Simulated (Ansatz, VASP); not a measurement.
**Mn: VASP beside Ansatz**

```
Mn
1.0
     2.61432    0.00000    0.00000
     0.00000    2.61432    0.00000
     0.00000    0.00000   23.80000
Mn
1
Direct
  0.00000 0.00000 0.29412
```

Alike in both runs: functional PBEsol; k mesh 10 × 10 × 1; occupations fermi-dirac, width 0.05 eV; collinear spin.

|  | VASP | Ansatz |
| --- | --- | --- |
| version | VASP 6.6.1 | Ansatz 0.2.0 |
| potentials or method | VASP PAW PBE potentials, release 64 (Mn_pv), cutoff 520 eV | all-electron LAPW, scalar-relativistic |
| task | single point | work function |

|  | VASP | Ansatz | Ansatz less VASP |
| --- | --- | --- | --- |
| gap on the k mesh at the Fermi level (eV) | none | none | - |
| net moment per atom (μB) | 4.32 | 4.33 | +0.005 |
| size of the moment on the site where the two differ most (μB) | 3.89 | 3.99 | +0.102 |

VASP's potentials were made for PBE, not for PBEsol. Site moments also hang on the region over which each program counts them. A gap of «none» marks a metal or a gap that the smearing closes. Ansatz ran all-electron here, and VASP with PAW potentials.
